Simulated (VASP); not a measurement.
# MgC18 in VASP: notebook

MgC18 is run at these levels: PBE+D3(BJ); tasks: single point.

Everything below comes from runs of VASP 6.6.1. Logs are shortened: lines on timing, memory, paths and dates and some standing lists are left out, and cuts for length are marked.

### Step 1. The cell of the first run

The cell holds a slab with vacuum, 19 atoms: a = 7.398 Å, b = 7.398 Å, c = 12.000 Å, α = 90.00°, β = 90.00°, γ = 120.00°.

### Step 2. Single point, PBE+D3(BJ)

The input, INCAR:

```
SYSTEM = MgC18
ALGO = Normal
EDIFF = 1E-7
ENCUT = 520
GGA = PE
ISIF = 2
ISMEAR = -1
IVDW = 12
LASPH = .TRUE.
LCHARG = .FALSE.
LREAL = Auto
LWAVE = .FALSE.
NBANDS = 52
NELM = 100
PREC = Accurate
SIGMA = 0.05
```

The input, KPOINTS:

```
k-points
0
G
  2 2 1
  0 0 0
```

The input, POSCAR:

```
MgC18
1.0
    7.3980000000      0.0000000000      0.0000000000
   -3.6990000000      6.4068560000      0.0000000000
    0.0000000000      0.0000000000     12.0000000000
C Mg
18 1
Direct
    0.0032905148      0.0011733229      0.0780599253
    0.2272164017      0.1131361589      0.0780624768
    0.0044921497      0.3356481717      0.0776157246
    0.2259801905      0.4463964234      0.0775974600
    0.0044902396      0.6678961684      0.0776189043
    0.2259817763      0.7786345620      0.0776014545
    0.3379397253      0.0025216920      0.0779388944
    0.5592526666      0.1131183210      0.0780604319
    0.3379358231      0.3344678111      0.0779343516
    0.5592526863      0.4451803066      0.0780605800
    0.3367276621      0.6678903735      0.0775891058
    0.5606025271      0.7798256219      0.0779213803
    0.6712190568      0.0011508715      0.0780610548
    0.8925628182      0.1117733252      0.0779480621
    0.6698816235      0.3344661462      0.0779503871
    0.8937323814      0.4463915307      0.0776232768
    0.6712210836      0.6691184373      0.0780607900
    0.8925616196      0.7798349688      0.0779492074
    0.1186354537      0.5584852870      0.3508459324
```

Potentials or basis: VASP PAW PBE potentials, release 64 (C, Mg).

On the command line:

```bash
cat potpaw_PBE.64/C/POTCAR potpaw_PBE.64/Mg/POTCAR > POTCAR
mpirun -np 1 vasp_std > vasp.out
```

OUTCAR:

```text
SYSTEM = MgC18
   EDIFF = 1E-7
   ENCUT = 520
   GGA = PE
   ISIF = 2
   ISMEAR = -1
   IVDW = 12
   LASPH = .TRUE.
   LREAL = Auto
   NELM = 100
   PREC = Accurate
 IVDW          = 12

 ion  position               nearest neighbor table
   1  0.003  0.001  0.078-  14 1.42  18 1.42   2 1.43
   2  0.227  0.113  0.078-   9 1.42   7 1.42   1 1.43
   3  0.004  0.336  0.078-   4 1.42  16 1.42  14 1.43
   4  0.226  0.446  0.078-   3 1.42  11 1.42   9 1.43
   5  0.004  0.668  0.078-   6 1.42  16 1.42  18 1.43
   6  0.226  0.779  0.078-  11 1.42   5 1.42   7 1.43
[... 10 lines left out ...]
  17  0.671  0.669  0.078-  12 1.42  18 1.42  10 1.43
  18  0.893  0.780  0.078-   1 1.42  17 1.42   5 1.43
  19  0.119  0.558  0.351-

  LATTYP: Found a hexagonal cell.
 ALAT       =     7.3980000000
 C/A-ratio  =     1.6220600162

  Lattice vectors:

 A1 = (   7.3980000000,   0.0000000000,   0.0000000000)
 A2 = (  -3.6990000000,   6.4068560000,   0.0000000000)
 A3 = (   0.0000000000,   0.0000000000,  12.0000000000)

Analysis of symmetry for initial positions (statically):
=====================================================================
 Subroutine PRICEL returns:
 Original cell was already a primitive cell.

 Routine SETGRP: Setting up the symmetry group for a
 hexagonal supercell.

 Subroutine GETGRP returns: Found  1 space group operations
 (whereof  1 operations were pure point group operations)
 out of a pool of 24 trial point group operations.

The static configuration has the point symmetry C_1 .

Analysis of symmetry for dynamics (positions and initial velocities):
=====================================================================
 Subroutine PRICEL returns:
 Original cell was already a primitive cell.

 Routine SETGRP: Setting up the symmetry group for a
 hexagonal supercell.

 Subroutine GETGRP returns: Found  1 space group operations
 (whereof  1 operations were pure point group operations)
 out of a pool of 24 trial point group operations.

The dynamic configuration has the point symmetry C_1 .

 Subroutine INISYM returns: Found  1 space group operations
 (whereof  1 operations are pure point group operations),
 and found     1 'primitive' translations

----------------------------------------------------------------------------------------

                                     Primitive cell

  volume of cell :     568.7750

  direct lattice vectors                    reciprocal lattice vectors
     7.398000000  0.000000000  0.000000000     0.135171668  0.078041398  0.000000000
    -3.699000000  6.406856000  0.000000000     0.000000000  0.156082796  0.000000000
     0.000000000  0.000000000 12.000000000     0.000000000  0.000000000  0.083333333

  length of vectors
     7.398000000  7.398000054 12.000000000     0.156082797  0.156082796  0.083333333

  position of ions in fractional coordinates (direct lattice)
     0.003290515  0.001173323  0.078059925
     0.227216402  0.113136159  0.078062477
     0.004492150  0.335648172  0.077615725
     0.225980191  0.446396423  0.077597460
     0.004490240  0.667896168  0.077618904
     0.225981776  0.778634562  0.077601454
[... 11 lines left out ...]
     0.892561620  0.779834969  0.077949207
     0.118635454  0.558485287  0.350845932

  ion indices of the primitive-cell ions
   primitive index   ion index
                 1           1
                 2           2
                 3           3
                 4           4
                 5           5
                 6           6
[... 11 lines left out ...]
                18          18
                19          19

----------------------------------------------------------------------------------------

 KPOINTS: k-points

Automatic generation of k-mesh.
 Grid dimensions read from file:
 generate k-points for:    2    2    1

 Generating k-lattice:

  Cartesian coordinates                     Fractional coordinates (reciprocal lattice)
     0.067585834  0.039020699  0.000000000     0.500000000  0.000000000  0.000000000
     0.000000000  0.078041398  0.000000000     0.000000000  0.500000000  0.000000000
     0.000000000  0.000000000  0.083333333     0.000000000  0.000000000  1.000000000

  Length of vectors
     0.078041399  0.078041398  0.083333333

  Shift w.r.t. Gamma in fractional coordinates (k-lattice)
     0.000000000  0.000000000  0.000000000

 Subroutine IBZKPT returns following result:
 ===========================================

 Found      4 irreducible k-points:

 Following reciprocal coordinates:
            Coordinates               Weight
  0.000000  0.000000  0.000000      1.000000
  0.500000  0.000000  0.000000      1.000000
  0.000000  0.500000  0.000000      1.000000
  0.500000  0.500000  0.000000      1.000000
   k-points           NKPTS =      4   k-points in BZ     NKDIM =      4   number of bands    NBANDS=     52
   number of dos      NEDOS =    301   number of ions     NIONS =     19
   total plane-waves  NPLWV = 282240
   dimension x,y,z NGX =    56 NGY =   56 NGZ =   90
   dimension x,y,z NGXF=   112 NGYF=  112 NGZF=  180
   ions per type =              18   1
   NGX,Y,Z   is equivalent  to a cutoff of  12.58, 12.58, 12.47 a.u.
   NGXF,Y,Z  is equivalent  to a cutoff of  25.17, 25.17, 24.94 a.u.
 SYSTEM =  MgC18
   PREC   = accura    normal or accurate (medium, high low for compatibility)
   ISTART =      0    job   : 0-new  1-cont  2-samecut
   ICHARG =      2    charge: 1-file 2-atom 10-const
   ISPIN  =      1    spin polarized calculation?
   LNONCOLLINEAR =      F non collinear calculations
   LSORBIT =      F    spin-orbit coupling
   LASPH  =      T    aspherical Exc in radial PAW
   ENCUT  =  520.0 eV  38.22 Ry    6.18 a.u.  13.76 13.76 22.31*2*pi/ulx,y,z
   NELM   =    100;   NELMIN=  2; NELMDL= -5     # of ELM steps
   EDIFF  = 0.1E-06   stopping-criterion for ELM
   LREAL  =      T    real-space projection
   EDIFFG = 0.1E-05   stopping-criterion for IOM
   NSW    =      0    number of steps for IOM
   IBRION =     -1    ionic relax: 0-MD 1-quasi-New 2-CG
   NFREE  =      0    steps in history (QN), initial steepest desc. (CG)
   ISIF   =      2    stress and relaxation
   ISYM   =      2    0-nonsym 1-usesym 2-fastsym
   POTIM  = 0.5000    time-step for ionic-motion
   TEBEG  =    0.0;   TEEND  =   0.0 temperature during run
   PSTRESS=    0.0 pullay stress
   NELECT =      74.0000    total number of electrons
   NUPDOWN=      -1.0000    fix difference up-down
   EMIN   =  10.00;   EMAX   =-10.00  energy-range for DOS
   EFERMI =   0.00;   METHOD = LEGACY
   ISMEAR =    -1;   SIGMA  =   0.05  broadening in eV -4-tet -1-fermi 0-gaus
   EFERMI_NEDOS =   21; number of points for ismear=-14 and -15
   IALGO  =     38    algorithm
   IMIX   =      4    mixing-type and parameters
     AMIX     =   0.40;   BMIX     =  1.00
     AMIX_MAG =   1.60;   BMIX_MAG =  1.00
  volume/ion in A,a.u.               =      29.94       202.01
  Fermi-wavevector in a.u.,A,eV,Ry     =   0.829542  1.567608  9.362720  0.688140
  Thomas-Fermi vector in A             =   1.942107
   LORBIT       =      0    0 simple, 1 ext, 2 COOP (PROOUT), +10 PAW based schemes
   GGA     = PE    functional components
   LHFCALC =     F    Hartree Fock is set to
   AEXX    =    0.0000 exact exchange contribution
   IVDW    =    12    specifies the selected vdW correction
   LEPSILON=     F    determine dielectric tensor
   LRPA    =     F    only Hartree local field effects (RPA)
 non-spin polarized calculation
  energy-cutoff  :      520.00
  volume of cell :      568.78
 maximum number of plane-waves:     15363
 NGX is ok and might be reduce to    56
   NGX = 27   NGY = 27   NGZ = 45

 number of electron      74.0000001 magnetization

 Free energy of the ion-electron system (eV)
  ---------------------------------------------------
  ext. energy  EPLUGINS =         0.00000000
  ---------------------------------------------------
  free energy    TOTEN  =      -165.61724053 eV

  energy without entropy =     -165.55965516  energy(sigma->0) =     -165.58844784

 E-fermi :  -1.5436     XC(G=0):  -4.4267

 val. band max:       -1.6228111626   @ k =   0.0000   0.0000   0.0000
 cond. band min:      -1.4770873201   @ k =   0.0000   0.0000   0.0000
 fundamental gap:      0.1457238425
 Fermi energy:        -1.5436006665

 k-point     1 :       0.0000    0.0000    0.0000
  band No.  band energies     occupation
      1     -21.0616      2.00000
      2     -18.5435      2.00000
      3     -18.5196      2.00000
      4     -18.4572      2.00000
      5     -18.4571      2.00000
      6     -18.4409      2.00000
[... 41 lines left out ...]
     48       3.3499      0.00000
     49       3.4206      0.00000

 k-point     2 :       0.5000    0.0000    0.0000
  band No.  band energies     occupation
      1     -20.4146      2.00000
      2     -20.3999      2.00000
      3     -19.1429      2.00000
      4     -19.0859      2.00000
      5     -16.6571      2.00000
      6     -16.6499      2.00000
[... 41 lines left out ...]
     48       3.5042      0.00000
     49       3.6990      0.00000

 k-point     3 :       0.0000    0.5000    0.0000
  band No.  band energies     occupation
      1     -20.4146      2.00000
      2     -20.3999      2.00000
      3     -19.1428      2.00000
      4     -19.0860      2.00000
      5     -16.6570      2.00000
      6     -16.6497      2.00000
[... 41 lines left out ...]
     48       3.5042      0.00000
     49       3.6990      0.00000

 k-point     4 :       0.5000    0.5000    0.0000
  band No.  band energies     occupation
      1     -20.4146      2.00000
      2     -20.3999      2.00000
      3     -19.1428      2.00000
      4     -19.0860      2.00000
      5     -16.6571      2.00000
      6     -16.6498      2.00000
[... 41 lines left out ...]
     48       3.5042      0.00000
     49       3.6990      0.00000
 [bands above 49 left out]

------------------------ aborting loop because EDIFF is reached ----------------------------------------

 Edisp (eV)   -1.89147

 E8    (eV) :    -0.6005

  FORCE on cell =-STRESS in cart. coord.  units (eV):
  Direction    XX          YY          ZZ          XY          YZ          ZX
  --------------------------------------------------------------------------------------
  -------------------------------------------------------------------------------------
  Total       1.15651     1.14263    -0.19227    -0.00330    -0.00209    -0.00315
  in kB       3.25775     3.21867    -0.54159    -0.00929    -0.00590    -0.00888
  external pressure =        1.98 kB  Pullay stress =        0.00 kB

 VOLUME and BASIS-vectors are now :
 -----------------------------------------------------------------------------
  energy-cutoff  :      520.00
  volume of cell :      568.78
      direct lattice vectors                 reciprocal lattice vectors
     7.398000000  0.000000000  0.000000000     0.135171668  0.078041398  0.000000000
    -3.699000000  6.406856000  0.000000000     0.000000000  0.156082796  0.000000000
     0.000000000  0.000000000 12.000000000     0.000000000  0.000000000  0.083333333

 POSITION                                       TOTAL-FORCE (eV/Angst)
 -----------------------------------------------------------------------------------
      0.02000      0.00752      0.93672         0.012528      0.005787      0.001616
      1.26246      0.72485      0.93675        -0.011652     -0.006672     -0.000829
     -1.20833      2.15045      0.93139         0.000078      0.003987      0.000345
      0.02058      2.86000      0.93117         0.002695      0.003963      0.000009
     -2.43733      4.27911      0.93143         0.004622     -0.000389      0.000275
     -1.20836      4.98860      0.93122         0.004945      0.002734     -0.000103
[... 11 lines left out ...]
      3.71856      4.99629      0.93539        -0.003111     -0.008186      0.000510
     -1.18817      3.57813      4.21015        -0.000070     -0.001202     -0.002634
 -----------------------------------------------------------------------------------
    total drift:                               -0.009387      0.007883      0.000853

  FREE ENERGIE OF THE ION-ELECTRON SYSTEM (eV)
  ---------------------------------------------------
  free  energy   TOTEN  =      -167.5087145977 eV

  energy  without entropy=     -167.4511292275  energy(sigma->0) =     -167.47992191
```

Wall time 9.5 min (1 thread of Intel Xeon 8259CL, shared host); peak memory 0.59 GiB.

Results:

- Free energy: -167.5087 eV
- Largest force: 0.015 eV/Å
- Band gap on the k mesh: 0.15 eV
- Dispersion energy per atom: -0.100 eV

Forces on the atoms (eV/Å):
```
C    0.013  0.006  0.002
C   -0.012 -0.007 -0.001
C    0.000  0.004  0.000
C    0.003  0.004  0.000
C    0.005  0.000  0.000
C    0.005  0.003  0.000
C   -0.006 -0.005  0.001
C    0.015 -0.004  0.000
C   -0.008 -0.005 -0.001
C    0.003  0.012  0.000
C    0.004 -0.001 -0.001
C   -0.005  0.000  0.002
C   -0.003  0.003  0.003
C   -0.009  0.006 -0.002
C   -0.003 -0.004 -0.002
C   -0.002  0.003  0.000
C    0.004 -0.005  0.001
C   -0.003 -0.008  0.001
Mg   0.000 -0.001 -0.003
```

Caveat: the k points lie up to 0.49 Å⁻¹ apart; there is no dipole correction, which matters where the two faces differ; semilocal functionals underestimate gaps, and a narrow one can read as zero.

### Step 3. Single point, PBE+D3(BJ)

The input, INCAR:

```
SYSTEM = MgC18
PREC = Accurate ; ENCUT = 520
EDIFF = 1E-6 ; ISMEAR = -1
SIGMA = 0.05 ; LREAL = Auto
LASPH = .True. ; NELM = 60
ALGO = Normal ; ISIF = 2
LWAVE = .False. ; LCHARG = .False.
GGA = PE ; IVDW = 12
NBANDS = 52
```

The input, KPOINTS:

```
Automatic mesh
0
Gamma
  2 2 1
  0 0 0
```

The input, POSCAR:

```
MgC18
1.0
    7.3980000000      0.0000000000      0.0000000000
   -3.6990000000      6.4068560000      0.0000000000
    0.0000000000      0.0000000000     12.0000000000
C Mg
18 1
Direct
    0.0032904761      0.0011732744      0.0780599167
    0.2272163566      0.1131361467      0.0780625000
    0.0044920650      0.3356480932      0.0776157500
    0.2259802107      0.4463964853      0.0775975000
    0.0044902910      0.6678962349      0.0776189167
    0.2259818227      0.7786346376      0.0776014167
    0.3379396689      0.0025216737      0.0779389167
    0.5592527424      0.1131183532      0.0780604167
    0.3379358440      0.3344677951      0.0779343333
    0.5592526204      0.4451802881      0.0780605833
    0.3367276607      0.6678903038      0.0775890833
    0.5606025557      0.7798255494      0.0779214167
    0.6712190867      0.0011507985      0.0780610833
    0.8925628226      0.1117733878      0.0779480833
    0.6698815928      0.3344660782      0.0779504167
    0.8937323768      0.4463914906      0.0776232500
    0.6712209821      0.6691183632      0.0780607500
    0.8925615502      0.7798349143      0.0779492500
    0.1186354670      0.5584853164      0.3508459167
```

Potentials or basis: VASP PAW PBE potentials, release 64 (C, Mg).

On the command line:

```bash
cat potpaw_PBE.64/C/POTCAR potpaw_PBE.64/Mg/POTCAR > POTCAR
mpirun -np 1 vasp_std > vasp.out
```

Wall time 9.5 min (1 thread of Intel Xeon 8259CL, shared host); peak memory 0.59 GiB.

The run converged. Its results:

```
Free energy                : -167.5087 eV
Largest force              : 0.015 eV/Å
Band gap on the k mesh     : 0.15 eV
Dispersion energy per atom : -0.100 eV
```

Forces in eV/Å, atoms in the order of the input:
```
C    0.013  0.006  0.002
C   -0.012 -0.007 -0.001
C    0.000  0.004  0.000
C    0.003  0.004  0.000
C    0.005  0.000  0.000
C    0.005  0.003  0.000
C   -0.006 -0.005  0.001
C    0.015 -0.004  0.000
C   -0.008 -0.005 -0.001
C    0.003  0.012  0.000
C    0.004 -0.001 -0.001
C   -0.005  0.000  0.002
C   -0.003  0.004  0.003
C   -0.009  0.006 -0.002
C   -0.003 -0.004 -0.002
C   -0.002  0.003  0.000
C    0.004 -0.005  0.001
C   -0.003 -0.008  0.001
Mg   0.000 -0.001 -0.003
```

Levels at points of the mesh, in eV from the valence-band top:
| k point | band 33 | band 34 | band 35 | band 36 | band 37 | band 38 | band 39 | band 40 | band 41 | band 42 |
| --- | --- | --- | --- | --- | --- | --- | --- | --- | --- | --- |
| (0.00, 0.00, 0.00) | -2.96 | -2.96 | -0.20 | 0.00 | 0.00 | 0.15 | 0.15 | 3.32 | 3.61 | 3.61 |
| (0.50, 0.00, 0.00) | -2.60 | -2.58 | -2.55 | -2.29 | -0.10 | 1.74 | 2.56 | 2.57 | 2.58 | 2.62 |
| (0.00, 0.50, 0.00) | -2.60 | -2.58 | -2.55 | -2.29 | -0.10 | 1.74 | 2.56 | 2.57 | 2.58 | 2.62 |
| (0.50, 0.50, 0.00) | -2.60 | -2.58 | -2.55 | -2.29 | -0.10 | 1.74 | 2.56 | 2.57 | 2.58 | 2.62 |

Caveat: the k points lie up to 0.49 Å⁻¹ apart; there is no dipole correction, which matters where the two faces differ; semilocal functionals underestimate gaps, and a narrow one can read as zero.

### Step 4. Single point, PBE+D3(BJ)

The input, INCAR:

```
SYSTEM = MgC18
PREC = Accurate
ENCUT = 520
EDIFF = 1E-7
ISMEAR = -1
SIGMA = 0.05
LREAL = Auto
LASPH = .TRUE.
NELM = 60
ALGO = Normal
ISIF = 2
LWAVE = .FALSE.
LCHARG = .FALSE.
GGA = PE
IVDW = 12
NBANDS = 52
```

The input, KPOINTS:

```
regular mesh
0
G
  2 2 1
  0 0 0
```

The input, POSCAR:

```
MgC18
1.0
    7.3980000000      0.0000000000      0.0000000000
   -3.6990000000      6.4068560000      0.0000000000
    0.0000000000      0.0000000000     12.0000000000
C Mg
18 1
Direct
    0.0045543414      0.0024517486      0.0780607500
    0.2258949095      0.1131682997      0.0779492500
    0.0045524461      0.3344841838      0.0780610833
    0.2258961039      0.4451066170      0.0779480833
    0.0032149521      0.6677994636      0.0779504167
    0.2270657362      0.7797248760      0.0776232500
    0.3378235723      0.0012294642      0.0776189167
    0.5593151040      0.1119678669      0.0776014167
    0.3366238354      0.3345066597      0.0780599167
    0.5605497160      0.4464695320      0.0780625000
    0.3378254243      0.6689814786      0.0776157500
    0.5593134920      0.7797297145      0.0775975000
    0.6700610200      0.0012236891      0.0775890833
    0.8939359151      0.1131589347      0.0779214167
    0.6712730283      0.3358550590      0.0779389167
    0.8925860237      0.4464515825      0.0780604167
    0.6712692034      0.6678011805      0.0779343333
    0.8925859798      0.7785136735      0.0780605833
    0.4519687484      0.8918185456      0.3508459167
```

On the command line:

```bash
cat potpaw_PBE.64/C/POTCAR potpaw_PBE.64/Mg/POTCAR > POTCAR
mpirun -np 1 vasp_std > vasp.out
```

Wall time 7.6 min (1 thread of Intel Xeon 8259CL, shared host); peak memory 0.59 GiB.

The run converged. Its results:

- Free energy: -167.5087 eV
- Largest force: 0.014 eV/Å
- Band gap on the k mesh: 0.15 eV
- Dispersion energy per atom: -0.100 eV

Forces on the atoms (eV/Å):
```
C    0.009 -0.006 -0.001
C    0.007 -0.002  0.001
C   -0.004  0.006  0.000
C   -0.004  0.005  0.000
C   -0.003  0.003  0.000
C    0.008  0.002  0.000
C    0.001 -0.003 -0.001
C    0.002  0.004  0.001
C    0.006 -0.004  0.001
C   -0.010  0.000  0.000
C    0.002  0.004  0.000
C    0.004 -0.001 -0.001
C   -0.002 -0.005 -0.001
C   -0.007 -0.004  0.001
C   -0.009 -0.009 -0.001
C    0.014 -0.002  0.001
C   -0.010  0.001  0.002
C   -0.003  0.011  0.000
Mg  -0.001  0.000 -0.002
```

Levels at points of the mesh, in eV from the valence-band top:
```tsv
k point	band 34	band 35	band 36	band 37	band 38	band 39	band 40	band 41
(0.00, 0.00, 0.00)	-2.96	-0.20	0.00	0.00	0.15	0.15	3.32	3.60
(0.50, 0.00, 0.00)	-2.58	-2.55	-2.29	-0.10	1.74	2.56	2.57	2.58
(0.00, 0.50, 0.00)	-2.58	-2.55	-2.29	-0.10	1.74	2.56	2.57	2.58
(0.50, 0.50, 0.00)	-2.58	-2.55	-2.29	-0.10	1.74	2.56	2.57	2.58
```

Caveat: the k points lie up to 0.49 Å⁻¹ apart; there is no dipole correction, which matters where the two faces differ; semilocal functionals underestimate gaps, and a narrow one can read as zero.
